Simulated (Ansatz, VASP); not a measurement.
**Two plane-wave programs on SiB6**

```
CELL_PARAMETERS angstrom
3.42862 0.00000 0.00000
-1.71431 2.96927 0.00000
0.00000 0.00000 6.84678
ATOMIC_POSITIONS crystal
Si 0.00000 0.00000 0.34907
B 0.50000 0.00000 0.33201
B 0.00000 0.50000 0.33201
B 0.50000 0.50000 0.33201
B 0.33333 0.66667 0.64956
B 0.66667 0.33333 0.64956
B 0.00000 0.00000 0.94066
```

Alike in both runs: task single point; functional PBE; k mesh 6 × 6 × 4; occupations gaussian, width 0.1 eV; no spin polarisation.

|  | VASP | Ansatz |
| --- | --- | --- |
| version | VASP 6.6.1 | Ansatz 0.2.0 |
| potentials or method | VASP PAW PBE potentials, release 64 (Si, B), cutoff 520 eV | scalar-relativistic, plane waves, PAW |
| valence electrons in the cell | 22 | 22 |

|  | VASP | Ansatz | Ansatz less VASP |
| --- | --- | --- | --- |
| gap on the k mesh at the Fermi level (eV) | none | none | - |
| rms of the force components (eV/Å) | 0.440 | 0.443 | +0.0032 |

Atom by atom the forces differ by 0.005 eV/Å (rms over components). A gap of «none» marks a metal or a gap that the smearing closes.
